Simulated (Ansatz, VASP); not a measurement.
**Two plane-wave programs on SiC**

Contents of INCAR:

```
ALGO = Normal
EDIFF = 1E-6
ENCUT = 600
GGA = PS
GGA_COMPAT = False
ISIF = 2
ISMEAR = 0
LASPH = True
LCHARG = False
LREAL = False
LWAVE = False
NBANDS = 11
NELM = 120
PREC = Accurate
SIGMA = 0.01
```

Contents of KPOINTS:

```
k-points
0
Gamma
  10 10 10
```

File POSCAR:

```
SiC
1.0
    0.0000000000      1.9894255490      1.9894255490
    1.9894255490      0.0000000000      1.9894255490
    1.9894255490      1.9894255490      0.0000000000
Si C
1 1
Direct
    0.0000000000      0.0000000000      0.0000000000
    0.2500000000      0.2500000000      0.2500000000
```

Input for Ansatz:

```yaml
crystal:
  lattice:
    - [0.0, 1.989425549, 1.989425549]
    - [1.989425549, 0.0, 1.989425549]
    - [1.989425549, 1.989425549, 0.0]
  atoms:
    - { symbol: Si, position: [0.0, 0.0, 0.0] }
    - { symbol: C, position: [0.25, 0.25, 0.25] }
scf:
  occupations: { method: fixed }
output:
  forces: true
  stress: true
  eigenvalues: true
hamiltonian:
  xc: pbesol
basis:
  ecutwfc: 560
kpoints:
  mp_grid: { grid: [10, 10, 10] }
```

Alike in both runs: task single point; functional PBEsol; k mesh 10 × 10 × 10; no spin polarisation.

```csv
,VASP,Ansatz
version,VASP 6.6.1,Ansatz 0.2.0
potentials or method,"VASP PAW PBE potentials, release 64 (Si, C), cutoff 600 eV","scalar-relativistic, plane waves, PAW"
occupations,"gaussian, width 0.01 eV",fixed
valence electrons in the cell,8,8
```

|  | VASP | Ansatz | Ansatz less VASP |
| --- | --- | --- | --- |
| gap on the k mesh at the Fermi level (eV) | 0.94 | 0.95 | +0.013 |
| least direct gap on the mesh (eV) | 4.66 | 4.68 | +0.020 |

VASP's potentials were made for PBE, not for PBEsol.
